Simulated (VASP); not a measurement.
**Li: single point with PBEsol**

The system is Li.

```
Li
1.0
     0.00000    0.00000    5.42721
     5.87299    0.00000    0.00000
    -2.93650    5.08616    0.00000
Li
8
Direct
  0.00000 0.00000 0.00000
  0.50000 0.00000 0.00000
  0.00000 0.00000 0.50000
  0.50000 0.00000 0.50000
  0.00000 0.50000 0.00000
  0.50000 0.50000 0.00000
  0.00000 0.50000 0.50000
  0.50000 0.50000 0.50000
```

| Quantity | Value |
| --- | --- |
| Program | VASP 6.6.1 |
| Task | single point |
| Functional | PBEsol |
| Potentials or basis | VASP PAW PBE potentials, release 64 (Li_sv) |
| Cutoff | 520 eV |
| k mesh | 4 × 6 × 6 |
| Occupations | gaussian, width 0.1 eV |
| Spin | no spin polarisation |
| Dipole correction | no |
| Further INCAR settings | ALGO = Normal; EDIFF = 1e-06; NBANDS = 22 |

The band gap on the k mesh is zero (band 12 reaches 1.81 eV, above the bottom of band 13 at -0.48 eV).

Levels at points of the mesh, in eV from the Fermi level:
```
           k point  band 10  band 11  band 12  band 13  band 14  band 15
(0.00, 0.00, 0.00)    -0.62    -0.15    -0.15    -0.15     2.09     2.82
(0.50, 0.00, 0.00)    -2.54     1.07     1.07     1.07     1.07     1.07
(0.00, 0.50, 0.00)    -2.42    -0.33    -0.33     0.78     0.78     2.70
(0.50, 0.50, 0.00)    -1.42    -1.42    -1.42     0.77     0.77     0.77
```

It took 100 s on 1 thread of Oxide Virtual Turin-like Processor (shared host), peak memory 0.25 GiB.
